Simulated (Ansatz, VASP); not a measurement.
## Two plane-wave programs on InP

```
CELL_PARAMETERS angstrom
0.00000 2.95381 2.95381
2.95381 0.00000 2.95381
2.95381 2.95381 0.00000
ATOMIC_POSITIONS crystal
In 0.00000 0.00000 0.00000
P 0.25000 0.25000 0.25000
```

Alike in both runs: task single point; functional PBE; k mesh 8 × 8 × 8; no spin polarisation.

```csv
,VASP,Ansatz
version,VASP 6.6.1,Ansatz 0.2.0
potentials or method,"VASP PAW PBE potentials, release 64 (In_d, P)","plane waves, PAW"
plane-wave cutoff (eV),520,420
occupations,"gaussian, width 0.01 eV",fixed
valence electrons in the cell,18,18
```

VASP gave:

| Property | Result |
| --- | --- |
| gap on the k mesh at the Fermi level (eV) | 0.58 |
| pressure (GPa) | 1.6 |

Q: Estimate Ansatz's values.

A: gap on the k mesh at the Fermi level (eV): 0.59; pressure (GPa): 1.6.
